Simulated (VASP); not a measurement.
Write the native input for VASP 6.6.1 that does the following.

```
Task                   : single point
Functional             : PBEsol
Potentials or basis    : VASP PAW PBE potentials, release 64 (Be)
Cutoff                 : 520 eV
k mesh                 : 11 × 11 × 15
Occupations            : fermi-dirac, width 0.08 eV
Spin                   : no spin polarisation
Dipole correction      : no
Further INCAR settings : ALGO = Normal; EDIFF = 1e-07; NBANDS = 10
```

The structure of Be lies in POSCAR:

```
Be
1.0
    3.4567503470      0.0000000000      0.0000000000
   -1.7283751735      2.9936336150      0.0000000000
    0.0000000000      0.0000000000      2.0995129644
Be
3
Direct
    0.0000000000      0.0000000000      0.0000000000
    0.3333333333      0.6666666667      0.5000000000
    0.6666666667      0.3333333333      0.5000000000
```

This isn't the form of Be at room conditions, which is hcp.

The input as run:

INCAR

```
SYSTEM = Be
PREC = Accurate ; ENCUT = 520
EDIFF = 1E-7 ; ISMEAR = -1
SIGMA = 0.08 ; LREAL = .False.
LASPH = .True. ; NELM = 60
ALGO = Normal ; ISIF = 2
LWAVE = .False. ; LCHARG = .True.
GGA = PS ; LELF = .True.
LVHAR = .True. ; NBANDS = 10
```

KPOINTS

```
Automatic mesh
0
Gamma
  11 11 15
  0 0 0
```

Potentials or basis: VASP PAW PBE potentials, release 64 (Be).

The run is started by

```console
$ cat potpaw_PBE.64/Be/POTCAR > POTCAR
$ mpirun -np 1 vasp_std > vasp.out
```

Results of the run:

```json
{"Pressure": "13.6 GPa", "Band gap on the k mesh": "zero (bands 3 and 4 overlap by 5.19 eV)"}
```

Caveat: the cell stands under pressure; the PAW data sets were made with another functional, which shifts forces and pressure a little.

Wall time 29 s on 1 thread of Intel Xeon 8259CL, with other jobs on the host, peak memory 0.14 GiB.
